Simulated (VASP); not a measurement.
# Si2Mo (AlB2 type) (P6/mmm) in VASP: further runs, part 2 of 2

VASP 6.6.1. The steps go on from the part before.

**3. Single point, PBE (12.31 Å³/atom)**

This run uses another cell than the first one, of 12.31 Å³/atom.

Contents of INCAR:

```
PREC = Accurate
ENCUT = 520
EDIFF = 1E-6
ISMEAR = -1
SIGMA = 0.08
LREAL = F
LASPH = T
NELM = 80
ALGO = Normal
ISIF = 2
LWAVE = F
LCHARG = F
GGA = PE
NBANDS = 18
```

Contents of KPOINTS:

```
regular mesh
0
Gamma
  9 9 7
```

Contents of POSCAR:

```
Si2Mo
1.0
    4.1055846228      0.0000000000      0.0000000000
   -2.0527923114      3.5555405807      0.0000000000
    0.0000000000      0.0000000000      2.5290144119
Mo Si
1 2
Direct
    0.0000000000      0.0000000000      0.0000000000
    0.3333333333      0.6666666667      0.5000000000
    0.6666666667      0.3333333333      0.5000000000
```

Potentials or basis: VASP PAW PBE potentials, release 64 (Mo_sv, Si).

On the command line:

```bash
> cat potpaw_PBE.64/Mo_sv/POTCAR potpaw_PBE.64/Si/POTCAR > POTCAR
> mpirun -np 1 vasp_std > vasp.out
```

OUTCAR:

```text
PREC = Accurate
   ENCUT = 520
   EDIFF = 1E-6
   ISMEAR = -1
   LREAL = F
   LASPH = T
   NELM = 80
   ISIF = 2
   GGA = PE

 ion  position               nearest neighbor table
   1  0.000  0.000  0.000-   2 2.69   3 2.69   2 2.69   3 2.69   2 2.69   2 2.69   3 2.69   3 2.69
                             3 2.69   3 2.69   2 2.69   2 2.69
   2  0.333  0.667  0.500-   3 2.37   3 2.37   3 2.37   1 2.69   1 2.69   1 2.69   1 2.69   1 2.69
                             1 2.69
   3  0.667  0.333  0.500-   2 2.37   2 2.37   2 2.37   1 2.69   1 2.69   1 2.69   1 2.69   1 2.69
                             1 2.69

  LATTYP: Found a hexagonal cell.
 ALAT       =     4.1055846228
 C/A-ratio  =     0.6159937364

  Lattice vectors:

 A1 = (   4.1055846228,   0.0000000000,   0.0000000000)
 A2 = (  -2.0527923114,   3.5555405807,   0.0000000000)
 A3 = (   0.0000000000,   0.0000000000,   2.5290144119)

Analysis of symmetry for initial positions (statically):
=====================================================================
 Subroutine PRICEL returns:
 Original cell was already a primitive cell.

 Routine SETGRP: Setting up the symmetry group for a
 hexagonal supercell.

 Subroutine GETGRP returns: Found 24 space group operations
 (whereof 24 operations were pure point group operations)
 out of a pool of 24 trial point group operations.

The static configuration has the point symmetry D_6h.

Analysis of symmetry for dynamics (positions and initial velocities):
=====================================================================
 Subroutine PRICEL returns:
 Original cell was already a primitive cell.

 Routine SETGRP: Setting up the symmetry group for a
 hexagonal supercell.

 Subroutine GETGRP returns: Found 24 space group operations
 (whereof 24 operations were pure point group operations)
 out of a pool of 24 trial point group operations.

The dynamic configuration has the point symmetry D_6h.

 Subroutine INISYM returns: Found 24 space group operations
 (whereof 24 operations are pure point group operations),
 and found     1 'primitive' translations

----------------------------------------------------------------------------------------

                                     Primitive cell

  volume of cell :      36.9175

  direct lattice vectors                    reciprocal lattice vectors
     4.105584623  0.000000000  0.000000000     0.243570671  0.140625592  0.000000000
    -2.052792311  3.555540581  0.000000000     0.000000000  0.281251185  0.000000000
     0.000000000  0.000000000  2.529014412     0.000000000  0.000000000  0.395410953

  length of vectors
     4.105584623  4.105584623  2.529014412     0.281251185  0.281251185  0.395410953

  position of ions in fractional coordinates (direct lattice)
     0.000000000  0.000000000  0.000000000
     0.333333333  0.666666667  0.500000000
     0.666666667  0.333333333  0.500000000

  ion indices of the primitive-cell ions
   primitive index   ion index
                 1           1
                 2           2
                 3           3

----------------------------------------------------------------------------------------

 KPOINTS: regular mesh

Automatic generation of k-mesh.
 Grid dimensions read from file:
 generate k-points for:    9    9    7

 Generating k-lattice:

  Cartesian coordinates                     Fractional coordinates (reciprocal lattice)
     0.027063408  0.015625066  0.000000000     0.111111111  0.000000000  0.000000000
     0.000000000  0.031250132  0.000000000     0.000000000  0.111111111  0.000000000
     0.000000000  0.000000000  0.056487279     0.000000000  0.000000000  0.142857143

  Length of vectors
     0.031250132  0.031250132  0.056487279

  Shift w.r.t. Gamma in fractional coordinates (k-lattice)
     0.000000000  0.000000000  0.000000000

 Subroutine IBZKPT returns following result:
 ===========================================

 Found     48 irreducible k-points:

 Following reciprocal coordinates:
            Coordinates               Weight
  0.000000  0.000000  0.000000      1.000000
  0.111111  0.000000  0.000000      6.000000
  0.222222  0.000000  0.000000      6.000000
  0.333333  0.000000  0.000000      6.000000
  0.444444  0.000000  0.000000      6.000000
  0.111111  0.111111  0.000000      6.000000
[... 16 lines left out ...]
  0.333333  0.222222  0.142857     24.000000
  0.333333  0.333333  0.142857      4.000000
 [... further k-points ...]
   k-points           NKPTS =     48   k-points in BZ     NKDIM =     48   number of bands    NBANDS=     18
   number of dos      NEDOS =    301   number of ions     NIONS =      3
   total plane-waves  NPLWV =  20480
   dimension x,y,z NGX =    32 NGY =   32 NGZ =   20
   dimension x,y,z NGXF=    64 NGYF=   64 NGZF=   40
   ions per type =               1   2
   NGX,Y,Z   is equivalent  to a cutoff of  12.96, 12.96, 13.15 a.u.
   NGXF,Y,Z  is equivalent  to a cutoff of  25.92, 25.92, 26.29 a.u.
 SYSTEM =  unknown system
   PREC   = accura    normal or accurate (medium, high low for compatibility)
   ISTART =      0    job   : 0-new  1-cont  2-samecut
   ICHARG =      2    charge: 1-file 2-atom 10-const
   ISPIN  =      1    spin polarized calculation?
   LNONCOLLINEAR =      F non collinear calculations
   LSORBIT =      F    spin-orbit coupling
   LASPH  =      T    aspherical Exc in radial PAW
   ENCUT  =  520.0 eV  38.22 Ry    6.18 a.u.   7.63  7.63  4.70*2*pi/ulx,y,z
   NELM   =     80;   NELMIN=  2; NELMDL= -5     # of ELM steps
   EDIFF  = 0.1E-05   stopping-criterion for ELM
   LREAL  =      F    real-space projection
   EDIFFG = 0.1E-04   stopping-criterion for IOM
   NSW    =      0    number of steps for IOM
   IBRION =     -1    ionic relax: 0-MD 1-quasi-New 2-CG
   NFREE  =      0    steps in history (QN), initial steepest desc. (CG)
   ISIF   =      2    stress and relaxation
   ISYM   =      2    0-nonsym 1-usesym 2-fastsym
   POTIM  = 0.5000    time-step for ionic-motion
   TEBEG  =    0.0;   TEEND  =   0.0 temperature during run
   PSTRESS=    0.0 pullay stress
   NELECT =      22.0000    total number of electrons
   NUPDOWN=      -1.0000    fix difference up-down
   EMIN   =  10.00;   EMAX   =-10.00  energy-range for DOS
   EFERMI =   0.00;   METHOD = LEGACY
   ISMEAR =    -1;   SIGMA  =   0.08  broadening in eV -4-tet -1-fermi 0-gaus
   EFERMI_NEDOS =   21; number of points for ismear=-14 and -15
   IALGO  =     38    algorithm
   IMIX   =      4    mixing-type and parameters
     AMIX     =   0.40;   BMIX     =  1.00
     AMIX_MAG =   1.60;   BMIX_MAG =  1.00
  volume/ion in A,a.u.               =      12.31        83.04
  Fermi-wavevector in a.u.,A,eV,Ry     =   1.377648  2.603378 25.822705  1.897915
  Thomas-Fermi vector in A             =   2.502782
   LORBIT       =      0    0 simple, 1 ext, 2 COOP (PROOUT), +10 PAW based schemes
   GGA     = PE    functional components
   LHFCALC =     F    Hartree Fock is set to
   AEXX    =    0.0000 exact exchange contribution
   IVDW    =     0    specifies the selected vdW correction
   LEPSILON=     F    determine dielectric tensor
   LRPA    =     F    only Hartree local field effects (RPA)
 non-spin polarized calculation
  energy-cutoff  :      520.00
  volume of cell :       36.92
 maximum number of plane-waves:      1011
 NGX is ok and might be reduce to    32
   NGX = 15   NGY = 15   NGZ =  9

 number of electron      22.0000001 magnetization

 Free energy of the ion-electron system (eV)
  ---------------------------------------------------
  ext. energy  EPLUGINS =         0.00000000
  ---------------------------------------------------
  free energy    TOTEN  =       -20.90584304 eV

  energy without entropy =      -20.87463787  energy(sigma->0) =      -20.89024045

 E-fermi :  14.0281     XC(G=0): -12.8468

 val. band max:       13.9495846492   @ k =   0.2222   0.1111   0.1429
 cond. band min:      14.0810376415   @ k =   0.1111   0.1111   0.4286
 fundamental gap:      0.1314529923
 Fermi energy:        14.0281351971

 k-point     1 :       0.0000    0.0000    0.0000
  band No.  band energies     occupation
      1     -47.2002      2.00000
      2     -21.3618      2.00000
      3     -21.3618      2.00000
      4     -20.4490      2.00000
      5      -0.6862      2.00000
      6       6.9982      2.00000
[... 481 lines left out ...]
      5       2.7850      2.00000
      6       2.7850      2.00000
[... 10 lines left out ...]
     17      20.0268      0.00000
     18      22.2846      0.00000

 [... further k-points ...]

------------------------ aborting loop because EDIFF is reached ----------------------------------------

  FORCE on cell =-STRESS in cart. coord.  units (eV):
  Direction    XX          YY          ZZ          XY          YZ          ZX
  --------------------------------------------------------------------------------------
  -------------------------------------------------------------------------------------
  Total        6.7484085      6.7484085      6.7952108      0.0000000      0.0000000      0.0000000
  in kB      292.8734438    292.8734438    294.9046115      0.0000000      0.0000000      0.0000000
  external PRESSURE =     293.5504997 kB  Pullay stress =       0.0000000 kB

 VOLUME and BASIS-vectors are now :
 -----------------------------------------------------------------------------
  energy-cutoff  :      520.00
  volume of cell :       36.92
      direct lattice vectors                 reciprocal lattice vectors
     4.105584623  0.000000000  0.000000000     0.243570671  0.140625592  0.000000000
    -2.052792311  3.555540581  0.000000000     0.000000000  0.281251185  0.000000000
     0.000000000  0.000000000  2.529014412     0.000000000  0.000000000  0.395410953

 POSITION                                       TOTAL-FORCE (eV/Angst)
 -----------------------------------------------------------------------------------
      0.00000      0.00000      0.00000        -0.000000     -0.000000      0.000000
     -0.00000      2.37036      1.26451        -0.000000     -0.000000      0.000000
      2.05279      1.18518      1.26451         0.000000      0.000000     -0.000000
 -----------------------------------------------------------------------------------
    total drift:                                0.000000     -0.000000      0.000000

  FREE ENERGIE OF THE ION-ELECTRON SYSTEM (eV)
  ---------------------------------------------------
  free  energy   TOTEN  =       -20.9058430350 eV

  energy  without entropy=      -20.8746378681  energy(sigma->0) =      -20.89024045
```

OSZICAR:

```text
N       E                     dE             d eps       ncg     rms          rms(c)
DAV:   1     0.125796128129E+03    0.12580E+03   -0.11424E+04  1728   0.118E+03
DAV:   2    -0.186365655005E+02   -0.14443E+03   -0.14111E+03  2070   0.304E+02
DAV:   3    -0.218687441424E+02   -0.32322E+01   -0.31659E+01  2054   0.404E+01
DAV:   4    -0.218872532904E+02   -0.18509E-01   -0.18488E-01  2054   0.330E+00
DAV:   5    -0.218873649846E+02   -0.11169E-03   -0.11169E-03  2042   0.277E-01    0.239E+01
DAV:   6    -0.211276524901E+02    0.75971E+00   -0.75943E+00  1880   0.166E+01    0.684E+00
DAV:   7    -0.209533161766E+02    0.17434E+00   -0.15495E+00  1854   0.715E+00    0.590E+00
DAV:   8    -0.209066583758E+02    0.46658E-01   -0.15275E-01  1862   0.269E+00    0.724E-01
DAV:   9    -0.209059647312E+02    0.69364E-03   -0.28458E-03  2014   0.388E-01    0.235E-01
DAV:  10    -0.209058647629E+02    0.99968E-04   -0.83875E-04  1866   0.240E-01    0.821E-02
DAV:  11    -0.209058469314E+02    0.17831E-04   -0.19829E-04  1864   0.102E-01    0.388E-02
DAV:  12    -0.209058433019E+02    0.36295E-05   -0.18348E-05  1878   0.267E-02    0.204E-03
DAV:  13    -0.209058430350E+02    0.26687E-06   -0.40023E-07  1016   0.393E-03
   1 F= -.20905843E+02 E0= -.20890240E+02  d E =-.312052E-01
```

Run time: 28 s. Hardware: 1 thread of Intel Xeon 8259CL, shared host; peak memory 0.17 GiB.

Results:

| Item | Value |
| --- | --- |
| Free energy | -20.9058 eV |
| Pressure | 29.4 GPa |
| Band gap on the k mesh | zero (bands 11 and 12 overlap by 2.08 eV) |

Caveat: the cell stands under pressure.

**4. Single point, PBE**

This run uses another cell than the first one, of 13.14 Å³/atom.

Contents of INCAR:

```
ALGO = Normal
EDIFF = 1E-6
ENCUT = 520
GGA = PE
ISIF = 2
ISMEAR = -1
LASPH = T
LCHARG = F
LREAL = F
LWAVE = F
NBANDS = 18
NELM = 100
PREC = Accurate
SIGMA = 0.08
```

Contents of KPOINTS:

```
k-points
0
Gamma
  9 9 7
```

Contents of POSCAR:

```
Si2Mo
1.0
    4.2089319041      0.0000000000      0.0000000000
   -2.1044659521      3.6450419518      0.0000000000
    0.0000000000      0.0000000000      2.5704117808
Mo Si
1 2
Direct
    0.0000000000      0.0000000000      0.0000000000
    0.3333333333      0.6666666667      0.5000000000
    0.6666666667      0.3333333333      0.5000000000
```

On the command line:

```bash
> cat potpaw_PBE.64/Mo_sv/POTCAR potpaw_PBE.64/Si/POTCAR > POTCAR
> mpirun -np 1 vasp_std > vasp.out
```

Run time: 31 s. Hardware: 1 thread of Intel Xeon 8259CL, shared host; peak memory 0.17 GiB.

Results (log left out):

- Free energy: -21.2265 eV
- Pressure: 12.3 GPa
- Band gap on the k mesh: zero (bands 11 and 12 overlap by 1.94 eV)

Stress tensor (GPa, compression positive):
```
12.27  0.00  0.00
 0.00 12.27  0.00
 0.00  0.00 12.42
```

Levels at points of the mesh, in eV from the Fermi level:
| k point | band 7 | band 8 | band 9 | band 10 | band 11 | band 12 | band 13 | band 14 | band 15 | band 16 |
| --- | --- | --- | --- | --- | --- | --- | --- | --- | --- | --- |
| (0.00, 0.00, 0.00) | -6.59 | -4.89 | -4.34 | -0.88 | -0.88 | 1.73 | 1.73 | 3.39 | 3.39 | 6.02 |

Caveat: the cell stands under pressure.

**5. Single point, PBE (13.14 Å³/atom)**

This run uses another cell than the first one, of 13.14 Å³/atom.

INCAR is that of step 4.

KPOINTS is that of step 4.

POSCAR, as its differences from that of step 4:

```diff
@@ -4,3 +4,3 @@
    -2.1044659521      3.6450419518      0.0000000000
-    0.0000000000      0.0000000000      2.5704117808
+    0.0000000000      0.0000000000      2.5704117809
 Mo Si
```

On the command line:

```bash
> cat potpaw_PBE.64/Mo_sv/POTCAR potpaw_PBE.64/Si/POTCAR > POTCAR
> mpirun -np 1 vasp_std > vasp.out
```

It took 34 s on 1 thread of Intel Xeon 8259CL, shared host; peak memory 0.17 GiB.

The run converged. Its results:

* Free energy: -21.2265 eV
* Pressure: 12.3 GPa
* Band gap on the k mesh: zero (bands 11 and 12 overlap by 1.94 eV)

Stress tensor (GPa, compression positive):
```
12.27  0.00  0.00
 0.00 12.27  0.00
 0.00  0.00 12.42
```

Levels at points of the mesh, in eV from the Fermi level:
```tsv
k point	band 7	band 8	band 9	band 10	band 11	band 12	band 13	band 14	band 15	band 16
(0.00, 0.00, 0.00)	-6.59	-4.89	-4.34	-0.88	-0.88	1.73	1.73	3.39	3.39	6.02
```

Caveat: the cell stands under pressure.

**6. Summary**

| cell | gap on the mesh (eV) | pressure (GPa) |
| --- | --- | --- |
| a = 3.963, b = 3.963, c = 2.467 Å, angles 90.0, 90.0, 120.0°, 3 atoms | none | 63.2 |
| a = 4.106, b = 4.106, c = 2.529 Å, angles 90.0, 90.0, 120.0°, 3 atoms | none | 29.4 |
| a = 4.209, b = 4.209, c = 2.570 Å, angles 90.0, 90.0, 120.0°, 3 atoms | none | 12.3 |

Alike in all rows: task single point; level PBE; potentials or basis VASP PAW PBE potentials, release 64 (Mo_sv, Si); no spin polarisation; k mesh 9 × 9 × 7; cutoff (eV) 520; smearing fermi-dirac 0.08 eV.

Caveats: some runs use coarse meshes; the cell stands under pressure (at least some runs).

Total energies depend on the potentials used, so only differences within one code and one set of settings carry meaning.
